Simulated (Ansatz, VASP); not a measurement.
# One calculation of Li, two programs

File INCAR:

```
PREC = Accurate
ENCUT = 650
EDIFF = 1E-8
ISMEAR = -1
SIGMA = 0.08
LREAL = False
LASPH = True
NELM = 120
ALGO = Normal
ISIF = 2
LWAVE = False
LCHARG = False
GGA = PS
LEFG = True
NBANDS = 8
GGA_COMPAT = False
```

KPOINTS

```
Automatic mesh
0
Gamma
  13 13 13
```

POSCAR

```
Li
1.0
    0.0000000000      2.1722395951      2.1722395951
    2.1722395951      0.0000000000      2.1722395951
    2.1722395951      2.1722395951      0.0000000000
Li
1
Direct
    0.0000000000      0.0000000000      0.0000000000
```

Input for Ansatz:

```yaml
crystal:
  lattice:
    - [0.0, 2.1722395951, 2.1722395951]
    - [2.1722395951, 0.0, 2.1722395951]
    - [2.1722395951, 2.1722395951, 0.0]
  atoms:
    - { symbol: Li, position: [0.0, 0.0, 0.0] }
kpoints:
  mp_grid: { grid: [13, 13, 13] }
scf:
  occupations: { method: fermi_dirac, width: 0.08 }
hamiltonian:
  xc: pbesol
  pseudopotentials: { kind: all_electron, datasets: crystal }
output:
  forces: true
  stress: true
  eigenvalues: true
  efg: { contact_densities: true }
```

Change from the starting cell: volume scaled by 0.96, crystal datasets.

Alike in both runs: task electric field gradients; functional PBEsol; k mesh 13 × 13 × 13; occupations fermi-dirac, width 0.08 eV; no spin polarisation.

|  | VASP | Ansatz |
| --- | --- | --- |
| version | VASP 6.6.1 | Ansatz 0.2.0 |
| potentials or method | VASP PAW PBE potentials, release 64 (Li_sv), cutoff 650 eV | all-electron PAW with datasets made for the crystal, scalar-relativistic |

Ansatz gave:

| Quantity | Value |
| --- | --- |
| pressure (GPa) | -0.2 |

Question: Estimate VASP's values.

Answer: Pressure (GPa): -0.4.

VASP's potentials were made for PBE, not for PBEsol. Ansatz ran all-electron here, and VASP with PAW potentials.
